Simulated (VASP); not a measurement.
# CdF2 (P1) in VASP: notebook, part 2 of 2

VASP 6.6.1. Earlier steps stand in the parts before.

## 3. Single point, LDA

Input file INCAR:

```
PREC = Accurate
ENCUT = 520
EDIFF = 1E-6
ISMEAR = 0
SIGMA = 0.01
LREAL = F
LASPH = T
NELM = 120
ALGO = Normal
ISIF = 2
LWAVE = F
LCHARG = T
LELF = T
LVHAR = T
NBANDS = 43
GGA_COMPAT = F
```

Input file KPOINTS:

```
regular mesh
0
Gamma
  3 3 3
```

Input file POSCAR:

```
CdF2
1.0
    0.0000000000      5.3775790000      5.3775790000
    2.6887900000      0.0000000000      2.6887900000
    2.6887900000      2.6887900000      0.0000000000
Cd F
2 4
Direct
    0.0046506058     -0.0032256145      0.0030192019
    0.4991119610     -0.0026112117      0.0002915810
    0.1356176264      0.2670295932      0.2200843130
    0.3633567261      0.7476424340      0.7831554342
    0.6054345273      0.2619152109      0.2540432685
    0.8777299227      0.7554327411      0.7555699776
```

Potentials or basis: VASP PAW LDA potentials, release 64 (Cd_sv_GW, F).

The run is started by

```console
cat potpaw_LDA.64/Cd_sv_GW/POTCAR potpaw_LDA.64/F/POTCAR > POTCAR
mpirun -np 1 vasp_std > vasp.out
```

OUTCAR:

```text
PREC = Accurate
   ENCUT = 520
   EDIFF = 1E-6
   ISMEAR = 0
   LREAL = F
   LASPH = T
   NELM = 120
   ISIF = 2

 ion  position               nearest neighbor table
   1  0.005  0.997  0.003-   4 2.23   3 2.27
   2  0.499  0.997  0.000-   3 2.26   5 2.27
   3  0.136  0.267  0.220-   2 2.26   1 2.27
   4  0.363  0.748  0.783-   1 2.23
   5  0.605  0.262  0.254-   2 2.27
   6  0.878  0.755  0.756-

  LATTYP: Found a trigonal (rhomboedric) cell.
 ALAT       =     6.5861623008
 COS(alpha) =     0.8333332713

  Lattice vectors:

 A1 = (   2.6887900000,  -5.3775790000,  -2.6887890000)
 A2 = (   2.6887900000,  -2.6887890000,  -5.3775790000)
 A3 = (   5.3775800000,  -2.6887890000,  -2.6887890000)

Analysis of symmetry for initial positions (statically):
=====================================================================
 Subroutine PRICEL returns:
 Original cell was already a primitive cell.

 Routine SETGRP: Setting up the symmetry group for a
 trigonal (rhombohedral) supercell.

 Subroutine GETGRP returns: Found  1 space group operations
 (whereof  1 operations were pure point group operations)
 out of a pool of 12 trial point group operations.

The static configuration has the point symmetry C_1 .

Analysis of symmetry for dynamics (positions and initial velocities):
=====================================================================
 Subroutine PRICEL returns:
 Original cell was already a primitive cell.

 Routine SETGRP: Setting up the symmetry group for a
 trigonal (rhombohedral) supercell.

 Subroutine GETGRP returns: Found  1 space group operations
 (whereof  1 operations were pure point group operations)
 out of a pool of 12 trial point group operations.

The dynamic configuration has the point symmetry C_1 .

 Subroutine INISYM returns: Found  1 space group operations
[... 114 lines left out ...]
     AMIX_MAG =   1.60;   BMIX_MAG =  1.00
  volume/ion in A,a.u.               =      12.96        87.45
  Fermi-wavevector in a.u.,A,eV,Ry     =   1.565552  2.958465 33.347259  2.450954
  Thomas-Fermi vector in A             =   2.668012
   LORBIT       =      0    0 simple, 1 ext, 2 COOP (PROOUT), +10 PAW based schemes
   GGA     = CA    functional components
   LHFCALC =     F    Hartree Fock is set to
   AEXX    =    0.0000 exact exchange contribution
   IVDW    =     0    specifies the selected vdW correction
   LEPSILON=     F    determine dielectric tensor
   LRPA    =     F    only Hartree local field effects (RPA)
 non-spin polarized calculation
 Gauss-broadening in eV      SIGMA  =   0.01
  energy-cutoff  :      520.00
  volume of cell :       77.76
 maximum number of plane-waves:      2117
 NGX is ok and might be reduce to    60
   NGX = 29   NGY = 15   NGZ = 15

 number of electron      67.9999995 magnetization

 Free energy of the ion-electron system (eV)
  ---------------------------------------------------
  ext. energy  EPLUGINS =         0.00000000
  ---------------------------------------------------
  free energy    TOTEN  =       -25.45175565 eV

  energy without entropy =      -25.45175565  energy(sigma->0) =      -25.45175565

 E-fermi :   0.3753     XC(G=0): -11.3210

 val. band max:        0.2764879453   @ k =   0.0000   0.0000  -0.3333
 cond. band min:       3.1114128905   @ k =   0.0000   0.0000   0.0000
 fundamental gap:      2.8349249452
 Fermi energy:         0.3752518340

 k-point     1 :       0.0000    0.0000    0.0000
  band No.  band energies     occupation
      1     -97.5311      2.00000
      2     -97.3364      2.00000
      3     -58.9711      2.00000
      4     -58.9503      2.00000
      5     -58.9449      2.00000
      6     -58.7802      2.00000
[... 633 lines left out ...]
     42      14.4151      0.00000
     43      14.9356      0.00000

------------------------ aborting loop because EDIFF is reached ----------------------------------------

  FORCE on cell =-STRESS in cart. coord.  units (eV):
  Direction    XX          YY          ZZ          XY          YZ          ZX
  --------------------------------------------------------------------------------------
  -------------------------------------------------------------------------------------
  Total       -2.8480389     -2.7781981     -2.7398646     -0.2496612      0.2226104      0.1615891
  in kB      -58.6848411    -57.2457483    -56.4558711     -5.1443575      4.5869658      3.3296011
  external PRESSURE =     -57.4621535 kB  Pullay stress =       0.0000000 kB

 VOLUME and BASIS-vectors are now :
 -----------------------------------------------------------------------------
  energy-cutoff  :      520.00
  volume of cell :       77.76
      direct lattice vectors                 reciprocal lattice vectors
     0.000000000  5.377579000  5.377579000    -0.092978643  0.092978643  0.092978643
     2.688790000  0.000000000  2.688790000     0.185957252 -0.185957252  0.185957252
     2.688790000  2.688790000  0.000000000     0.185957252  0.185957252 -0.185957252

 POSITION                                       TOTAL-FORCE (eV/Angst)
 -----------------------------------------------------------------------------------
      2.68823      0.03313      2.70513         0.180633     -0.253259      0.052630
      2.68255      2.68480      5.36578         0.081784      0.011651     -0.019959
      1.30975      1.32105      1.44728         0.328524      0.076633     -0.620382
      4.11599      4.05972      3.96423        -0.386905     -0.171077      0.400835
      1.38730      3.93884      3.96001        -0.118906      0.509762      0.287322
      4.06277      6.75163      6.75126        -0.085131     -0.173710     -0.100446
 -----------------------------------------------------------------------------------
    total drift:                               -0.001283      0.003093     -0.000247

  FREE ENERGIE OF THE ION-ELECTRON SYSTEM (eV)
  ---------------------------------------------------
  free  energy   TOTEN  =       -25.4517556532 eV

  energy  without entropy=      -25.4517556532  energy(sigma->0) =      -25.45175565
```

OSZICAR:

```text
N       E                     dE             d eps       ncg     rms          rms(c)
DAV:   1     0.154579228462E+04    0.15458E+04   -0.37973E+04  1308   0.216E+03
DAV:   2     0.156262598109E+03   -0.13895E+04   -0.13036E+04  1204   0.819E+02
DAV:   3    -0.205614548422E+02   -0.17682E+03   -0.17355E+03  1911   0.342E+02
DAV:   4    -0.283085681571E+02   -0.77471E+01   -0.76988E+01  1776   0.953E+01
DAV:   5    -0.285819401705E+02   -0.27337E+00   -0.27321E+00  1728   0.166E+01    0.186E+01
DAV:   6    -0.255212170680E+02    0.30607E+01   -0.80267E+00  1988   0.541E+01    0.160E+01
DAV:   7    -0.255213897235E+02   -0.17266E-03   -0.11433E+00  1370   0.806E+00    0.105E+01
DAV:   8    -0.254826229042E+02    0.38767E-01   -0.45593E-01  1759   0.950E+00    0.158E+00
DAV:   9    -0.254518577131E+02    0.30765E-01   -0.77566E-02  1866   0.565E+00    0.416E-01
DAV:  10    -0.254518389699E+02    0.18743E-04   -0.17096E-02  1735   0.147E+00    0.230E-01
DAV:  11    -0.254517682646E+02    0.70705E-04   -0.30260E-04  2049   0.382E-01    0.454E-02
DAV:  12    -0.254517551852E+02    0.13079E-04   -0.87372E-05  1888   0.168E-01    0.151E-02
DAV:  13    -0.254517556532E+02   -0.46798E-06   -0.88646E-06  1344   0.254E-02
   1 F= -.25451756E+02 E0= -.25451756E+02  d E =-.181418E-45
```

stdout:

```text
POSCAR found type information on POSCAR CdF
 POSCAR found :  2 types and       6 ions
 scaLAPACK will be used
 LDA part: xc-table for (Slater(with rela. corr.)+CA(PZ))
 , standard interpolation
 POSCAR, INCAR and KPOINTS ok, starting setup
 FFT: planning ... GRIDC
 FFT: planning ... GRID_SOFT
 FFT: planning ... GRID
 WAVECAR not read
 entering main loop
```

Wall time 42 s (1 thread of AMD EPYC 9R45 (Zen 5), shared host); peak memory 0.16 GiB.

What came out:

```yaml
Free_energy: -25.4518 eV
Pressure: -5.7 GPa
Largest_force: 0.706 eV/Å
Band_gap_on_the_k_mesh: 2.83 eV
```

Forces on the atoms (eV/Å):
```
Cd   0.181 -0.253  0.053
Cd   0.082  0.012 -0.020
F    0.329  0.077 -0.620
F   -0.387 -0.171  0.401
F   -0.119  0.510  0.287
F   -0.085 -0.174 -0.100
```

Levels at points of the mesh, in eV from the valence-band top:
| k point | band 32 | band 33 | band 34 | band 35 | band 36 | band 37 |
| --- | --- | --- | --- | --- | --- | --- |
| (0.00, 0.00, 0.00) | -0.42 | -0.39 | -0.17 | 2.83 | 7.00 | 8.83 |

Caveat: the k points lie up to 0.65 Å⁻¹ apart. A k mesh can miss the band edges.
